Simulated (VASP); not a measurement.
# GaN in VASP: single point with LDA

Aim: the single point of GaN with LDA.

All numbers are computed with VASP 6.6.1; they aren't measurements. Logs are shortened: lines on timing, memory, paths and dates and some standing lists are left out, and cuts for length are marked.

## Step 1: The cell of the first run

The cell holds a slab with vacuum, 16 atoms: a = 3.152 Å, b = 5.138 Å, c = 24.098 Å, α = 90.00°, β = 90.00°, γ = 90.00°.

## Step 2: Single point, LDA

INCAR reads:

```
SYSTEM = GaN
PREC = Accurate
ENCUT = 520
EDIFF = 1E-6
ISMEAR = 0
SIGMA = 0.05
LREAL = Auto
LASPH = .True.
NELM = 80
ALGO = Normal
ISIF = 2
LWAVE = .False.
LCHARG = .False.
LDIPOL = .True.
IDIPOL = 3
DIPOL = 0.5 0.5 0.500
GGA = CA
NBANDS = 86
```

KPOINTS reads:

```
regular mesh
0
Gamma
  8 5 1
  0 0 0
```

POSCAR reads:

```
GaN
1.0
    3.1517989702      0.0000000000      0.0000000000
    0.0000000000      5.1384824291      0.0000000000
    0.0000000000      0.0000000000     24.0984599195
Ga N
8 8
Direct
    0.0000000000      0.0007023665      0.3112232078
    0.5000000000      0.5007023665      0.3489785663
    0.5000000000      0.0007023665      0.4244892831
    0.0000000000      0.5007023665      0.4622446416
    0.0000000000      0.0007023665      0.5377553584
    0.5000000000      0.5007023665      0.5755107169
    0.5000000000      0.0007023665      0.6510214337
    0.0000000000      0.5007023665      0.6887767922
    0.0000000000      0.6242976335      0.3112232078
    0.5000000000      0.1242976335      0.3489785663
    0.5000000000      0.6242976335      0.4244892831
    0.0000000000      0.1242976335      0.4622446416
    0.0000000000      0.6242976335      0.5377553584
    0.5000000000      0.1242976335      0.5755107169
    0.5000000000      0.6242976335      0.6510214337
    0.0000000000      0.1242976335      0.6887767922
```

Potentials or basis: VASP PAW LDA potentials, release 64 (Ga_d, N).

Run with:

```console
cat potpaw_LDA.64/Ga_d/POTCAR potpaw_LDA.64/N/POTCAR > POTCAR
mpirun -np 1 vasp_std > vasp.out
```

OUTCAR:

```text
SYSTEM = GaN
   PREC = Accurate
   ENCUT = 520
   EDIFF = 1E-6
   ISMEAR = 0
   LREAL = Auto
   LASPH = .True.
   NELM = 80
   ISIF = 2
   GGA = CA

 ion  position               nearest neighbor table
   1  0.000  0.001  0.311-  10 1.93  10 1.93   9 1.93
   2  0.500  0.501  0.349-  11 1.93   9 1.93   9 1.93  10 1.93
   3  0.500  0.001  0.424-  10 1.93  12 1.93  12 1.93  11 1.93
   4  0.000  0.501  0.462-  13 1.93  11 1.93  11 1.93  12 1.93
   5  0.000  0.001  0.538-  12 1.93  14 1.93  14 1.93  13 1.93
   6  0.500  0.501  0.576-  15 1.93  13 1.93  13 1.93  14 1.93
   7  0.500  0.001  0.651-  14 1.93  16 1.93  16 1.93  15 1.93
   8  0.000  0.501  0.689-  15 1.93  15 1.93  16 1.93
   9  0.000  0.624  0.311-   2 1.93   2 1.93   1 1.93
  10  0.500  0.124  0.349-   3 1.93   1 1.93   1 1.93   2 1.93
  11  0.500  0.624  0.424-   2 1.93   4 1.93   4 1.93   3 1.93
  12  0.000  0.124  0.462-   5 1.93   3 1.93   3 1.93   4 1.93
  13  0.000  0.624  0.538-   4 1.93   6 1.93   6 1.93   5 1.93
  14  0.500  0.124  0.576-   7 1.93   5 1.93   5 1.93   6 1.93
  15  0.500  0.624  0.651-   6 1.93   8 1.93   8 1.93   7 1.93
  16  0.000  0.124  0.689-   7 1.93   7 1.93   8 1.93

  LATTYP: Found a simple orthorhombic cell.
 ALAT       =     3.1517989702
 B/A-ratio  =     1.6303331772
 C/A-ratio  =     7.6459381285

  Lattice vectors:

 A1 = (   3.1517989702,   0.0000000000,   0.0000000000)
 A2 = (   0.0000000000,   5.1384824291,   0.0000000000)
 A3 = (   0.0000000000,   0.0000000000,  24.0984599195)

Analysis of symmetry for initial positions (statically):
=====================================================================
 Subroutine PRICEL returns:
 Original cell was already a primitive cell.

 Routine SETGRP: Setting up the symmetry group for a
 simple orthorhombic supercell.

 Subroutine GETGRP returns: Found  4 space group operations
 (whereof  2 operations were pure point group operations)
 out of a pool of  8 trial point group operations.

The static configuration has the point symmetry C_1h.
 The point group associated with its full space group is C_2v.

Analysis of symmetry for dynamics (positions and initial velocities):
=====================================================================
 Subroutine PRICEL returns:
 Original cell was already a primitive cell.

 Routine SETGRP: Setting up the symmetry group for a
 simple orthorhombic supercell.

 Subroutine GETGRP returns: Found  4 space group operations
 (whereof  2 operations were pure point group operations)
 out of a pool of  8 trial point group operations.

The dynamic configuration has the point symmetry C_1h.
 The point group associated with its full space group is C_2v.

 Subroutine INISYM returns: Found  4 space group operations
 (whereof  2 operations are pure point group operations),
 and found     1 'primitive' translations

----------------------------------------------------------------------------------------

                                     Primitive cell

  volume of cell :     390.2857

  direct lattice vectors                    reciprocal lattice vectors
     3.151798970  0.000000000  0.000000000     0.317279119  0.000000000  0.000000000
     0.000000000  5.138482429  0.000000000     0.000000000  0.194609987  0.000000000
     0.000000000  0.000000000 24.098459920     0.000000000  0.000000000  0.041496428

  length of vectors
     3.151798970  5.138482429 24.098459920     0.317279119  0.194609987  0.041496428

  position of ions in fractional coordinates (direct lattice)
     0.000000000  0.000702367  0.311223208
     0.500000000  0.500702367  0.348978566
     0.500000000  0.000702367  0.424489283
     0.000000000  0.500702367  0.462244642
     0.000000000  0.000702367  0.537755358
     0.500000000  0.500702367  0.575510717
[... 8 lines left out ...]
     0.500000000  0.624297633  0.651021434
     0.000000000  0.124297633  0.688776792

  ion indices of the primitive-cell ions
   primitive index   ion index
                 1           1
                 2           2
                 3           3
                 4           4
                 5           5
                 6           6
[... 8 lines left out ...]
                15          15
                16          16

----------------------------------------------------------------------------------------

 KPOINTS: regular mesh

Automatic generation of k-mesh.
 Grid dimensions read from file:
 generate k-points for:    8    5    1

 Generating k-lattice:

  Cartesian coordinates                     Fractional coordinates (reciprocal lattice)
     0.039659890  0.000000000  0.000000000     0.125000000  0.000000000  0.000000000
     0.000000000  0.038921997  0.000000000     0.000000000  0.200000000  0.000000000
     0.000000000  0.000000000  0.041496428     0.000000000  0.000000000  1.000000000

  Length of vectors
     0.039659890  0.038921997  0.041496428

  Shift w.r.t. Gamma in fractional coordinates (k-lattice)
     0.000000000  0.000000000  0.000000000

 Subroutine IBZKPT returns following result:
 ===========================================

 Found     15 irreducible k-points:

 Following reciprocal coordinates:
            Coordinates               Weight
  0.000000  0.000000  0.000000      1.000000
  0.125000  0.000000  0.000000      2.000000
  0.250000  0.000000  0.000000      2.000000
  0.375000  0.000000  0.000000      2.000000
  0.500000  0.000000  0.000000      1.000000
  0.000000  0.200000  0.000000      2.000000
  0.125000  0.200000  0.000000      4.000000
  0.250000  0.200000  0.000000      4.000000
  0.375000  0.200000  0.000000      4.000000
  0.500000  0.200000  0.000000      2.000000
  0.000000  0.400000  0.000000      2.000000
  0.125000  0.400000  0.000000      4.000000
  0.250000  0.400000  0.000000      4.000000
  0.375000  0.400000  0.000000      4.000000
  0.500000  0.400000  0.000000      2.000000
   k-points           NKPTS =     15   k-points in BZ     NKDIM =     15   number of bands    NBANDS=     86
   number of dos      NEDOS =    301   number of ions     NIONS =     16
   total plane-waves  NPLWV = 172800
   dimension x,y,z NGX =    24 NGY =   40 NGZ =  180
   dimension x,y,z NGXF=    48 NGYF=   80 NGZF=  360
   ions per type =               8   8
   NGX,Y,Z   is equivalent  to a cutoff of  12.66, 12.94, 12.42 a.u.
   NGXF,Y,Z  is equivalent  to a cutoff of  25.32, 25.88, 24.84 a.u.
 SYSTEM =  GaN
   PREC   = accura    normal or accurate (medium, high low for compatibility)
   ISTART =      0    job   : 0-new  1-cont  2-samecut
   ICHARG =      2    charge: 1-file 2-atom 10-const
   ISPIN  =      1    spin polarized calculation?
   LNONCOLLINEAR =      F non collinear calculations
   LSORBIT =      F    spin-orbit coupling
   LASPH  =      T    aspherical Exc in radial PAW
   ENCUT  =  520.0 eV  38.22 Ry    6.18 a.u.   5.86  9.55 44.81*2*pi/ulx,y,z
   NELM   =     80;   NELMIN=  2; NELMDL= -5     # of ELM steps
   EDIFF  = 0.1E-05   stopping-criterion for ELM
   LREAL  =      T    real-space projection
   EDIFFG = 0.1E-04   stopping-criterion for IOM
   NSW    =      0    number of steps for IOM
   IBRION =     -1    ionic relax: 0-MD 1-quasi-New 2-CG
   NFREE  =      0    steps in history (QN), initial steepest desc. (CG)
   ISIF   =      2    stress and relaxation
   ISYM   =      2    0-nonsym 1-usesym 2-fastsym
   POTIM  = 0.5000    time-step for ionic-motion
   TEBEG  =    0.0;   TEEND  =   0.0 temperature during run
   PSTRESS=    0.0 pullay stress
   NELECT =     144.0000    total number of electrons
   NUPDOWN=      -1.0000    fix difference up-down
   EMIN   =  10.00;   EMAX   =-10.00  energy-range for DOS
   EFERMI =   0.00;   METHOD = LEGACY
   ISMEAR =     0;   SIGMA  =   0.05  broadening in eV -4-tet -1-fermi 0-gaus
   EFERMI_NEDOS =   21; number of points for ismear=-14 and -15
   IALGO  =     38    algorithm
   IMIX   =      4    mixing-type and parameters
     AMIX     =   0.40;   BMIX     =  1.00
     AMIX_MAG =   1.60;   BMIX_MAG =  1.00
  volume/ion in A,a.u.               =      24.39       164.61
  Fermi-wavevector in a.u.,A,eV,Ry     =   1.174180  2.218879 18.758342  1.378699
  Thomas-Fermi vector in A             =   2.310581
   LORBIT       =      0    0 simple, 1 ext, 2 COOP (PROOUT), +10 PAW based schemes
   GGA     = CA    functional components
   LHFCALC =     F    Hartree Fock is set to
   AEXX    =    0.0000 exact exchange contribution
   IVDW    =     0    specifies the selected vdW correction
   LEPSILON=     F    determine dielectric tensor
   LRPA    =     F    only Hartree local field effects (RPA)
 non-spin polarized calculation
 Gauss-broadening in eV      SIGMA  =   0.05
  energy-cutoff  :      520.00
  volume of cell :      390.29
 maximum number of plane-waves:     10592
 NGX is ok and might be reduce to    24
   NGX = 11   NGY = 19   NGZ = 89

 dipolmoment           0.000000      0.000000     -0.000000 electrons x Angstroem

 number of electron     143.9999966 magnetization

 dipolmoment           0.000000      0.000000      0.000000 electrons x Angstroem

 Free energy of the ion-electron system (eV)
  ---------------------------------------------------
  ext. energy  EPLUGINS =         0.00000000
  ---------------------------------------------------
  free energy    TOTEN  =      -106.61817659 eV

  energy without entropy =     -106.61817659  energy(sigma->0) =     -106.61817659

 E-fermi :  -0.0316     XC(G=0):  -6.2943

 val. band max:       -0.2981018907   @ k =   0.0000   0.0000   0.0000
 cond. band min:       0.3020994755   @ k =   0.0000   0.0000   0.0000
 fundamental gap:      0.6002013662
 Fermi energy:        -0.0315538872

 k-point     1 :       0.0000    0.0000    0.0000
  band No.  band energies     occupation
      1     -16.8402      2.00000
      2     -16.5415      2.00000
      3     -16.2813      2.00000
      4     -16.0676      2.00000
      5     -15.9122      2.00000
      6     -15.8093      2.00000
[... 1294 lines left out ...]
     83       6.8522      0.00000
     84       7.0954      0.00000
 [bands above 84 left out]

------------------------ aborting loop because EDIFF is reached ----------------------------------------

 vacuum level on the upper side and lower side of the slab       (xc-potential included)        -0.122        -0.122

  FORCE on cell =-STRESS in cart. coord.  units (eV):
  Direction    XX          YY          ZZ          XY          YZ          ZX
  --------------------------------------------------------------------------------------
  -------------------------------------------------------------------------------------
  Total       -0.1935927     -7.6686279     -0.9414104      0.0000000      0.0000000      0.0000000
  in kB       -0.7947252    -31.4807866     -3.8646208      0.0000000      0.0000000      0.0000000
  external PRESSURE =     -12.0467109 kB  Pullay stress =       0.0000000 kB

 VOLUME and BASIS-vectors are now :
 -----------------------------------------------------------------------------
  energy-cutoff  :      520.00
  volume of cell :      390.29
      direct lattice vectors                 reciprocal lattice vectors
     3.151798970  0.000000000  0.000000000     0.317279119  0.000000000  0.000000000
     0.000000000  5.138482429  0.000000000     0.000000000  0.194609987  0.000000000
     0.000000000  0.000000000 24.098459920     0.000000000  0.000000000  0.041496428

 POSITION                                       TOTAL-FORCE (eV/Angst)
 -----------------------------------------------------------------------------------
      0.00000      0.00361      7.50000         0.000000     -2.111167      1.507419
      1.57590      2.57285      8.40985         0.000000      1.159476     -1.595731
      1.57590      0.00361     10.22954         0.000000     -0.477811      0.254898
      0.00000      2.57285     11.13938         0.000000      0.131331     -0.196687
      0.00000      0.00361     12.95908         0.000000      0.131331      0.196687
      1.57590      2.57285     13.86892         0.000000     -0.477811     -0.254898
[... 8 lines left out ...]
      1.57590      3.20794     15.68861         0.000000      0.505080      1.089289
      0.00000      0.63870     16.59846         0.000000      0.785719     -0.481855
 -----------------------------------------------------------------------------------
    total drift:                                0.000000     -0.011988      0.000003

  FREE ENERGIE OF THE ION-ELECTRON SYSTEM (eV)
  ---------------------------------------------------
  free  energy   TOTEN  =      -106.6181765903 eV

  energy  without entropy=     -106.6181765903  energy(sigma->0) =     -106.61817659

 vacuum level on the upper side and lower side of the slab         4.997         4.997
```

It took 8.4 min on 1 thread of Intel Xeon 6975P-C (Granite Rapids), shared host; peak memory 0.53 GiB.

Results:

```
Free energy            : -106.6182 eV
Largest force          : 2.594 eV/Å
Band gap on the k mesh : 0.60 eV, direct
```

Forces on the atoms (eV/Å):
```
Ga   0.000 -2.111  1.507
Ga   0.000  1.159 -1.596
Ga   0.000 -0.478  0.255
Ga   0.000  0.131 -0.197
Ga   0.000  0.131  0.197
Ga   0.000 -0.478 -0.255
Ga   0.000  1.159  1.596
Ga   0.000 -2.111 -1.507
N    0.000  0.786  0.482
N    0.000  0.505 -1.089
N    0.000 -0.022  0.632
N    0.000  0.029 -0.318
N    0.000  0.029  0.318
N    0.000 -0.022 -0.632
N    0.000  0.505  1.089
N    0.000  0.786 -0.482
```
